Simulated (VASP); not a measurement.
Mg, 2 atoms in the cell. The cell holds a slab with vacuum, 2 atoms: a = 3.174 Å, b = 3.174 Å, c = 14.591 Å, α = 90.00°, β = 90.00°, γ = 60.00°. 

| Property | Result |
| --- | --- |
| Program | VASP 6.6.1 |
| Task | single point |
| Functional | LDA |
| Potentials or basis | VASP PAW LDA potentials, release 64 (Mg) |
| Cutoff | 520 eV |
| k mesh | 6 × 6 × 1 |
| Occupations | methfessel-paxton, width 0.05 eV |
| Spin | no spin polarisation |
| Dipole correction | yes |
| Electric field (eV/Å) | 0.3 |
| Further INCAR settings | ALGO = Normal; EDIFF = 1e-06; NBANDS = 9; EFIELD = -0.3 |

Potentials or basis: VASP PAW LDA potentials, release 64 (Mg).

The run is started by

```console
$ cat potpaw_LDA.64/Mg/POTCAR > POTCAR
$ mpirun -np 1 vasp_std > vasp.out
```

Hardware: 1 thread of Intel(R) Xeon(R) Platinum 8375C CPU @ 2.90GHz (Ice Lake), on a shared host.

Problem. How long does it take, and how much memory?

Solution. Wall time 16 s on 1 thread of Intel(R) Xeon(R) Platinum 8375C CPU @ 2.90GHz (Ice Lake), on a shared host, peak memory 0.18 GiB. Counts: scf iterations 17, k points 7.
